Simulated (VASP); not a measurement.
# AlAsPd3 (P4/mmm) in VASP: further runs

The runs below take AlAsPd3 through single point, relaxation of cell and atoms, with PBE.

All numbers are computed with VASP 6.6.1; they aren't measurements. Logs are shortened: lines on timing, memory, paths and dates and some standing lists are left out, and cuts for length are marked.

## Step 1: The cell of the first run

The structure is tetragonal, space group P4/mmm (No. 123). Conventional cell: a = 4.148 Å, b = 4.148 Å, c = 4.833 Å, α = 90.00°, β = 90.00°, γ = 90.00°. Within 3.2 Å of Al (site symmetry 4/mmm) lie 2 As at 2.42 Å and 12 Pd at 2.93 to 3.18 Å. As (site symmetry 4/mmm) has 4 Pd at 2.07 Å and 2 Al at 2.42 Å within 2.7 Å. Within 3.9 Å of Pd (site symmetry 4/mmm) lie 4 Al at 2.93 Å and 8 Pd at 3.18 Å and 8 As at 3.80 Å. Pd (site symmetry mmm) has 2 As at 2.07 Å within 2.7 Å.

The cell was built from a structure type or drawn by symmetry, and may not be a known phase.

## Step 2: Single point, PBE

INCAR

```
PREC = Accurate
ENCUT = 520
EDIFF = 1E-7
ISMEAR = 0
SIGMA = 0.1
LREAL = F
LASPH = T
NELM = 60
ALGO = Normal
ISIF = 2
LWAVE = F
LCHARG = F
GGA = PE
NBANDS = 27
```

KPOINTS

```
Automatic mesh
0
Gamma
  4 4 4
```

POSCAR

```
AlAsPd3
1.0
    4.1483958100      0.0000000000      0.0000000000
    0.0000000000      4.1483958100      0.0000000000
    0.0000000000      0.0000000000      4.8327487900
Al As Pd
1 1 3
Direct
    0.5000000000      0.5000000000      0.0000000000
    0.5000000000      0.5000000000      0.5000000000
    0.0000000000      0.0000000000      0.0000000000
    0.5000000000      0.0000000000      0.5000000000
    0.0000000000      0.5000000000      0.5000000000
```

Potentials or basis: VASP PAW PBE potentials, release 64 (Al, As, Pd).

On the command line:

```sh
$ cat potpaw_PBE.64/Al/POTCAR potpaw_PBE.64/As/POTCAR potpaw_PBE.64/Pd/POTCAR > POTCAR
$ mpirun -np 1 vasp_std > vasp.out
```

OUTCAR:

```text
PREC = Accurate
   ENCUT = 520
   EDIFF = 1E-7
   ISMEAR = 0
   LREAL = F
   LASPH = T
   NELM = 60
   ISIF = 2
   GGA = PE

 ion  position               nearest neighbor table
   1  0.500  0.500  0.000-   2 2.42   2 2.42   3 2.93   3 2.93   3 2.93   3 2.93   5 3.18   5 3.18
                             4 3.18   4 3.18   4 3.18   5 3.18   5 3.18   4 3.18
   2  0.500  0.500  0.500-   4 2.07   5 2.07   4 2.07   5 2.07   1 2.42   1 2.42
   3  0.000  0.000  0.000-   1 2.93   1 2.93   1 2.93   1 2.93   5 3.18   4 3.18   5 3.18   5 3.18
                             5 3.18   4 3.18   4 3.18   4 3.18
   4  0.500  0.000  0.500-   2 2.07   2 2.07   5 2.93   5 2.93   5 2.93   5 2.93   1 3.18   3 3.18
                             1 3.18   1 3.18   3 3.18   1 3.18   3 3.18   3 3.18
   5  0.000  0.500  0.500-   2 2.07   2 2.07   4 2.93   4 2.93   4 2.93   4 2.93   3 3.18   3 3.18
                             3 3.18   1 3.18   1 3.18   1 3.18   1 3.18   3 3.18

  LATTYP: Found a simple tetragonal cell.
 ALAT       =     4.1483958100
 C/A-ratio  =     1.1649681012

  Lattice vectors:

 A1 = (   4.1483958100,   0.0000000000,   0.0000000000)
 A2 = (   0.0000000000,   4.1483958100,   0.0000000000)
 A3 = (   0.0000000000,   0.0000000000,   4.8327487900)

Analysis of symmetry for initial positions (statically):
=====================================================================
 Subroutine PRICEL returns:
 Original cell was already a primitive cell.

 Routine SETGRP: Setting up the symmetry group for a
 simple tetragonal supercell.

 Subroutine GETGRP returns: Found 16 space group operations
 (whereof 16 operations were pure point group operations)
 out of a pool of 16 trial point group operations.

The static configuration has the point symmetry D_4h.

Analysis of symmetry for dynamics (positions and initial velocities):
=====================================================================
 Subroutine PRICEL returns:
 Original cell was already a primitive cell.

 Routine SETGRP: Setting up the symmetry group for a
 simple tetragonal supercell.

 Subroutine GETGRP returns: Found 16 space group operations
 (whereof 16 operations were pure point group operations)
 out of a pool of 16 trial point group operations.

The dynamic configuration has the point symmetry D_4h.

 Subroutine INISYM returns: Found 16 space group operations
 (whereof 16 operations are pure point group operations),
 and found     1 'primitive' translations

----------------------------------------------------------------------------------------

                                     Primitive cell

  volume of cell :      83.1677

  direct lattice vectors                    reciprocal lattice vectors
     4.148395810  0.000000000  0.000000000     0.241057036  0.000000000  0.000000000
     0.000000000  4.148395810  0.000000000     0.000000000  0.241057036  0.000000000
     0.000000000  0.000000000  4.832748790     0.000000000  0.000000000  0.206921577

  length of vectors
     4.148395810  4.148395810  4.832748790     0.241057036  0.241057036  0.206921577

  position of ions in fractional coordinates (direct lattice)
     0.500000000  0.500000000  0.000000000
     0.500000000  0.500000000  0.500000000
     0.000000000  0.000000000  0.000000000
     0.500000000  0.000000000  0.500000000
     0.000000000  0.500000000  0.500000000

  ion indices of the primitive-cell ions
   primitive index   ion index
                 1           1
                 2           2
                 3           3
                 4           4
                 5           5

----------------------------------------------------------------------------------------

 KPOINTS: Automatic mesh

Automatic generation of k-mesh.
 Grid dimensions read from file:
 generate k-points for:    4    4    4

 Generating k-lattice:

  Cartesian coordinates                     Fractional coordinates (reciprocal lattice)
     0.060264259  0.000000000  0.000000000     0.250000000  0.000000000  0.000000000
     0.000000000  0.060264259  0.000000000     0.000000000  0.250000000  0.000000000
     0.000000000  0.000000000  0.051730394     0.000000000  0.000000000  0.250000000

  Length of vectors
     0.060264259  0.060264259  0.051730394

  Shift w.r.t. Gamma in fractional coordinates (k-lattice)
     0.000000000  0.000000000  0.000000000

 Subroutine IBZKPT returns following result:
 ===========================================

 Found     18 irreducible k-points:

 Following reciprocal coordinates:
            Coordinates               Weight
  0.000000  0.000000  0.000000      1.000000
  0.250000  0.000000  0.000000      4.000000
  0.500000  0.000000  0.000000      2.000000
  0.250000  0.250000  0.000000      4.000000
  0.500000  0.250000  0.000000      4.000000
  0.500000  0.500000  0.000000      1.000000
[... 10 lines left out ...]
  0.500000  0.250000  0.500000      4.000000
  0.500000  0.500000  0.500000      1.000000
   k-points           NKPTS =     18   k-points in BZ     NKDIM =     18   number of bands    NBANDS=     27
   number of dos      NEDOS =    301   number of ions     NIONS =      5
   total plane-waves  NPLWV =  36864
   dimension x,y,z NGX =    32 NGY =   32 NGZ =   36
   dimension x,y,z NGXF=    64 NGYF=   64 NGZF=   72
   ions per type =               1   1   3
   NGX,Y,Z   is equivalent  to a cutoff of  12.82, 12.82, 12.38 a.u.
   NGXF,Y,Z  is equivalent  to a cutoff of  25.65, 25.65, 24.77 a.u.
 SYSTEM =  unknown system
   PREC   = accura    normal or accurate (medium, high low for compatibility)
   ISTART =      0    job   : 0-new  1-cont  2-samecut
   ICHARG =      2    charge: 1-file 2-atom 10-const
   ISPIN  =      1    spin polarized calculation?
   LNONCOLLINEAR =      F non collinear calculations
   LSORBIT =      F    spin-orbit coupling
   LASPH  =      T    aspherical Exc in radial PAW
   ENCUT  =  520.0 eV  38.22 Ry    6.18 a.u.   7.71  7.71  8.99*2*pi/ulx,y,z
   NELM   =     60;   NELMIN=  2; NELMDL= -5     # of ELM steps
   EDIFF  = 0.1E-06   stopping-criterion for ELM
   LREAL  =      F    real-space projection
   EDIFFG = 0.1E-05   stopping-criterion for IOM
   NSW    =      0    number of steps for IOM
   IBRION =     -1    ionic relax: 0-MD 1-quasi-New 2-CG
   NFREE  =      0    steps in history (QN), initial steepest desc. (CG)
   ISIF   =      2    stress and relaxation
   ISYM   =      2    0-nonsym 1-usesym 2-fastsym
   POTIM  = 0.5000    time-step for ionic-motion
   TEBEG  =    0.0;   TEEND  =   0.0 temperature during run
   PSTRESS=    0.0 pullay stress
   NELECT =      38.0000    total number of electrons
   NUPDOWN=      -1.0000    fix difference up-down
   EMIN   =  10.00;   EMAX   =-10.00  energy-range for DOS
   EFERMI =   0.00;   METHOD = LEGACY
   ISMEAR =     0;   SIGMA  =   0.10  broadening in eV -4-tet -1-fermi 0-gaus
   EFERMI_NEDOS =   21; number of points for ismear=-14 and -15
   IALGO  =     38    algorithm
   IMIX   =      4    mixing-type and parameters
     AMIX     =   0.40;   BMIX     =  1.00
     AMIX_MAG =   1.60;   BMIX_MAG =  1.00
  volume/ion in A,a.u.               =      16.63       112.25
  Fermi-wavevector in a.u.,A,eV,Ry     =   1.260911  2.382777 21.631862  1.589897
  Thomas-Fermi vector in A             =   2.394397
   LORBIT       =      0    0 simple, 1 ext, 2 COOP (PROOUT), +10 PAW based schemes
   GGA     = PE    functional components
   LHFCALC =     F    Hartree Fock is set to
   AEXX    =    0.0000 exact exchange contribution
   IVDW    =     0    specifies the selected vdW correction
   LEPSILON=     F    determine dielectric tensor
   LRPA    =     F    only Hartree local field effects (RPA)
 non-spin polarized calculation
 Gauss-broadening in eV      SIGMA  =   0.10
  energy-cutoff  :      520.00
  volume of cell :       83.17
 maximum number of plane-waves:      2258
 NGX is ok and might be reduce to    32
   NGX = 15   NGY = 15   NGZ = 17

 number of electron      38.0000006 magnetization

 Free energy of the ion-electron system (eV)
  ---------------------------------------------------
  ext. energy  EPLUGINS =         0.00000000
  ---------------------------------------------------
  free energy    TOTEN  =       -20.05755253 eV

  energy without entropy =      -20.04627828  energy(sigma->0) =      -20.05191540

 E-fermi :   8.5313     XC(G=0): -11.5484

 val. band max:        8.4794403759   @ k =   0.5000   0.2500   0.2500
 cond. band min:       8.5479901972   @ k =   0.2500   0.2500   0.0000
 fundamental gap:      0.0685498213
 Fermi energy:         8.5313161735

 k-point     1 :       0.0000    0.0000    0.0000
  band No.  band energies     occupation
      1      -6.5850      2.00000
      2       1.5821      2.00000
      3       2.7143      2.00000
      4       2.8263      2.00000
      5       3.6691      2.00000
      6       3.7707      2.00000
[... 19 lines left out ...]
     26      16.9664      0.00000
     27      16.9740      0.00000

 k-point     2 :       0.2500    0.0000    0.0000
  band No.  band energies     occupation
      1      -6.1191      2.00000
      2       1.9034      2.00000
      3       1.9478      2.00000
      4       2.1610      2.00000
      5       2.6676      2.00000
      6       3.9398      2.00000
[... 19 lines left out ...]
     26      15.4259      0.00000
     27      15.8816      0.00000

 k-point     3 :       0.5000    0.0000    0.0000
  band No.  band energies     occupation
      1      -5.5006      2.00000
      2       0.3050      2.00000
      3       1.4400      2.00000
      4       2.6109      2.00000
      5       3.1607      2.00000
      6       3.3753      2.00000
[... 414 lines left out ...]
      1      -4.7806      2.00000
      2       0.0012      2.00000
      3       0.0794      2.00000
      4       1.4132      2.00000
      5       4.0571      2.00000
      6       4.1001      2.00000
[... 19 lines left out ...]
     26      16.3633      0.00000
     27      17.2724      0.00000

 k-point    18 :       0.5000    0.5000    0.5000
  band No.  band energies     occupation
      1      -3.9273      2.00000
      2      -0.2156      2.00000
      3      -0.1882      2.00000
      4      -0.1882      2.00000
      5       4.0733      2.00000
      6       4.1055      2.00000
[... 19 lines left out ...]
     26      18.2616      0.00000
     27      18.2616      0.00000

------------------------ aborting loop because EDIFF is reached ----------------------------------------

  FORCE on cell =-STRESS in cart. coord.  units (eV):
  Direction    XX          YY          ZZ          XY          YZ          ZX
  --------------------------------------------------------------------------------------
  -------------------------------------------------------------------------------------
  Total       26.1587414     26.1587414      0.8181250      0.0000000     -0.0000000     -0.0000000
  in kB      503.9330378    503.9330378     15.7607051      0.0000000     -0.0000000     -0.0000000
  external PRESSURE =     341.2089269 kB  Pullay stress =       0.0000000 kB

 VOLUME and BASIS-vectors are now :
 -----------------------------------------------------------------------------
  energy-cutoff  :      520.00
  volume of cell :       83.17
      direct lattice vectors                 reciprocal lattice vectors
     4.148395810  0.000000000  0.000000000     0.241057036  0.000000000  0.000000000
     0.000000000  4.148395810  0.000000000     0.000000000  0.241057036  0.000000000
     0.000000000  0.000000000  4.832748790     0.000000000  0.000000000  0.206921577

 POSITION                                       TOTAL-FORCE (eV/Angst)
 -----------------------------------------------------------------------------------
      2.07420      2.07420      0.00000         0.000000      0.000000      0.000000
      2.07420      2.07420      2.41637         0.000000      0.000000      0.000000
      0.00000      0.00000      0.00000         0.000000      0.000000      0.000000
      2.07420      0.00000      2.41637         0.000000      0.000000      0.000000
      0.00000      2.07420      2.41637         0.000000      0.000000      0.000000
 -----------------------------------------------------------------------------------
    total drift:                                0.000000      0.000000     -0.000000

  FREE ENERGIE OF THE ION-ELECTRON SYSTEM (eV)
  ---------------------------------------------------
  free  energy   TOTEN  =       -20.0575525254 eV

  energy  without entropy=      -20.0462782775  energy(sigma->0) =      -20.05191540
```

Wall time 38 s (1 thread of Intel Xeon Platinum 8259CL at 2.50GHz (Skylake/Cascade Lake), shared host); peak memory 0.2 GiB.

Results:

- Free energy: -20.0576 eV
- Pressure: 34.1 GPa
- Band gap on the k mesh: zero (bands 19 and 20 overlap by 0.78 eV)

Caveat: the k points lie up to 0.38 Å⁻¹ apart, too coarse for converged energies and pressures of a metal.

(Part 1 of 4 ends here.)
